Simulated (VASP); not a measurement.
# Ge (P6_3/mmc) in VASP: notebook, part 2 of 2

VASP 6.6.1. The steps go on from the part before.

### Step 4. Single point, r2SCAN

This run uses another cell than the first one, of 22.82 Å³/atom, 1.044 times its volume.

Input file POSCAR:

```
Ge
1.0
    3.9956487021      0.0000000000      0.0000000000
   -1.9978243511      3.4603332806      0.0000000000
    0.0000000000      0.0000000000      6.6027109850
Ge
4
Direct
    0.6666666667      0.3333333333      0.0629814343
    0.3333333333      0.6666666667      0.5629814343
    0.6666666667      0.3333333333      0.4370185657
    0.3333333333      0.6666666667      0.9370185657
```

Input file INCAR.step1:

```
SYSTEM = Ge
PREC = Accurate ; ENCUT = 520
ISMEAR = 0 ; SIGMA = 0.01
LREAL = .False. ; LASPH = .True.
NELM = 60 ; NBANDS = 36
GGA = PE ; ALGO = Normal
EDIFF = 1E-4 ; LWAVE = .True.
LCHARG = .False.
```

Input file INCAR.step2:

```
SYSTEM = Ge
PREC = Accurate ; ENCUT = 520
EDIFF = 1E-7 ; ISMEAR = 0
SIGMA = 0.01 ; LREAL = .False.
LASPH = .True. ; NELM = 60
ALGO = Normal ; ISIF = 2
LWAVE = .False. ; LCHARG = .False.
METAGGA = R2SCAN ; LMIXTAU = .True.
NBANDS = 36 ; ISTART = 1
```

Input file KPOINTS:

```
Automatic mesh
0
Gamma
  12 12 6
  0 0 0
```

Potentials or basis: VASP PAW PBE potentials, release 64 (Ge_d).

Run with:

```bash
cat potpaw_PBE.64/Ge_d/POTCAR > POTCAR
cp INCAR.step1 INCAR
mpirun -np 1 vasp_std > vasp.out
cp INCAR.step2 INCAR
mpirun -np 1 vasp_std > vasp.out
```

OUTCAR:

```text
SYSTEM = Ge
   PREC = Accurate
   ENCUT = 520
   EDIFF = 1E-7
   ISMEAR = 0
   LREAL = .False.
   LASPH = .True.
   NELM = 60
   ISIF = 2
   METAGGA = R2SCAN
   ISTART = 1

 ion  position               nearest neighbor table
   1  0.667  0.333  0.063-   4 2.45   4 2.45   4 2.45   3 2.47
   2  0.333  0.667  0.563-   3 2.45   3 2.45   3 2.45   4 2.47
   3  0.667  0.333  0.437-   2 2.45   2 2.45   2 2.45   1 2.47
   4  0.333  0.667  0.937-   1 2.45   1 2.45   1 2.45   2 2.47

  LATTYP: Found a hexagonal cell.
 ALAT       =     3.9956487021
 C/A-ratio  =     1.6524753494

  Lattice vectors:

 A1 = (   3.9956487021,   0.0000000000,   0.0000000000)
 A2 = (  -1.9978243511,   3.4603332806,   0.0000000000)
 A3 = (   0.0000000000,   0.0000000000,   6.6027109850)

Analysis of symmetry for initial positions (statically):
=====================================================================
 Subroutine PRICEL returns:
 Original cell was already a primitive cell.

 Routine SETGRP: Setting up the symmetry group for a
 hexagonal supercell.

 Subroutine GETGRP returns: Found 24 space group operations
[... 166 lines left out ...]
  ext. energy  EPLUGINS =         0.00000000
  ---------------------------------------------------
  free energy    TOTEN  =       -55.41883499 eV

  energy without entropy =      -55.41883499  energy(sigma->0) =      -55.41883499

 E-fermi :   4.9410     XC(G=0): -10.7723

 val. band max:        4.9024174318   @ k =   0.0000   0.0000   0.0000
 cond. band min:       4.9785156409   @ k =   0.0000   0.0000   0.0000
 fundamental gap:      0.0760982091
 Fermi energy:         4.9409832262

 k-point     1 :       0.0000    0.0000    0.0000
  band No.  band energies     occupation
      1     -20.7992      2.00000
      2     -20.7992      2.00000
      3     -20.7590      2.00000
      4     -20.7589      2.00000
      5     -20.7589      2.00000
      6     -20.7463      2.00000
[... 925 lines left out ...]
     35      12.3036      0.00000
     36      12.8676      0.00000

 [... further k-points ...]
[... 5 lines left out ...]
  --------------------------------------------------------------------------------------
  -------------------------------------------------------------------------------------
  Total        0.0275259      0.0275259      0.0454288     -0.0000000      0.0000000      0.0000000
  in kB        0.4830869      0.4830869      0.7972868     -0.0000000      0.0000000      0.0000000
  external PRESSURE =       0.5878202 kB  Pullay stress =       0.0000000 kB

 VOLUME and BASIS-vectors are now :
 -----------------------------------------------------------------------------
  energy-cutoff  :      520.00
  volume of cell :       91.29
      direct lattice vectors                 reciprocal lattice vectors
     3.995648702  0.000000000  0.000000000     0.250272252  0.144494752  0.000000000
    -1.997824351  3.460333281  0.000000000     0.000000000  0.288989504  0.000000000
     0.000000000  0.000000000  6.602710985     0.000000000  0.000000000  0.151452941

 POSITION                                       TOTAL-FORCE (eV/Angst)
 -----------------------------------------------------------------------------------
      1.99782      1.15344      0.41585         0.000000      0.000000      0.004593
     -0.00000      2.30689      3.71720         0.000000      0.000000      0.004593
      1.99782      1.15344      2.88551         0.000000      0.000000     -0.004593
     -0.00000      2.30689      6.18686        -0.000000      0.000000     -0.004593
 -----------------------------------------------------------------------------------
    total drift:                                0.000000     -0.000000      0.000000

  FREE ENERGIE OF THE ION-ELECTRON SYSTEM (eV)
  ---------------------------------------------------
  free  energy   TOTEN  =       -55.4188349909 eV

  energy  without entropy=      -55.4188349909  energy(sigma->0) =      -55.41883499
```

OUTCAR.step1:

```text
SYSTEM = Ge
   PREC = Accurate
   ENCUT = 520
   ISMEAR = 0
   LREAL = .False.
   LASPH = .True.
   NELM = 60
[... 1167 lines left out ...]
     -0.00000      2.30689      3.71720         0.000000      0.000000      0.007825
      1.99782      1.15344      2.88551         0.000000     -0.000000     -0.007825
     -0.00000      2.30689      6.18686         0.000000     -0.000000     -0.007825
 -----------------------------------------------------------------------------------
    total drift:                                0.000000     -0.000000      0.000000

  FREE ENERGIE OF THE ION-ELECTRON SYSTEM (eV)
  ---------------------------------------------------
  free  energy   TOTEN  =       -17.9658866881 eV

  energy  without entropy=      -17.9658846887  energy(sigma->0) =      -17.96588569
```

OSZICAR.step1:

```text
N       E                     dE             d eps       ncg     rms          rms(c)
DAV:   1     0.492179871703E+03    0.49218E+03   -0.28423E+04  6360   0.428E+03
DAV:   2     0.669983074152E+02   -0.42518E+03   -0.41383E+03  5472   0.803E+02
DAV:   3    -0.135721835142E+02   -0.80570E+02   -0.79541E+02  5916   0.206E+02
DAV:   4    -0.180490893665E+02   -0.44769E+01   -0.44575E+01  6456   0.565E+01
DAV:   5    -0.181395639821E+02   -0.90475E-01   -0.90444E-01  6152   0.884E+00    0.450E+00
DAV:   6    -0.180241089827E+02    0.11545E+00   -0.64297E-02  6072   0.197E+00    0.266E+00
DAV:   7    -0.179615747325E+02    0.62534E-01   -0.10390E-01  6000   0.223E+00    0.194E-01
DAV:   8    -0.179650357850E+02   -0.34611E-02   -0.12491E-02  6028   0.101E+00    0.859E-02
DAV:   9    -0.179658384628E+02   -0.80268E-03   -0.82773E-04  4784   0.130E-01    0.222E-02
DAV:  10    -0.179658866881E+02   -0.48225E-04   -0.82482E-05  4676   0.924E-02
   1 F= -.17965887E+02 E0= -.17965886E+02  d E =-.199939E-05
```

It took 8.3 min on 1 thread of Intel Xeon 6975P-C (Granite Rapids), shared host; peak memory 0.32 GiB.

What came out:

- Free energy: -55.4188 eV
- Pressure: 0.1 GPa
- Largest force: 0.005 eV/Å
- Band gap on the k mesh: 0.08 eV, direct

Forces on the atoms (eV/Å):
```
Ge   0.000  0.000  0.005
Ge   0.000  0.000  0.005
Ge   0.000  0.000 -0.005
Ge   0.000  0.000 -0.005
```

Caveat: the PAW data sets were made with another functional, which shifts forces and pressure a little. A k mesh can miss the band edges.

### Step 5. The runs side by side

```csv
cell,gap on the mesh (eV),pressure (GPa)
"a = 3.876, b = 3.876, c = 6.722 Å, angles 90.0, 90.0, 120.0°, 4 atoms",0.21,3.6
"a = 3.936, b = 3.936, c = 6.627 Å, angles 90.0, 90.0, 120.0°, 4 atoms",0.31,2.0
"a = 3.996, b = 3.996, c = 6.603 Å, angles 90.0, 90.0, 120.0°, 4 atoms",0.08,0.1
```

Alike in all rows: task single point; level r2SCAN; potentials or basis VASP PAW PBE potentials, release 64 (Ge_d); no spin polarisation; k mesh 12 × 12 × 6; cutoff (eV) 520; smearing gaussian 0.01 eV.

Caveats: the PAW data sets were made with another functional, which shifts forces and pressure a little.

Total energies depend on the potentials used, so only differences within one code and one set of settings carry meaning.
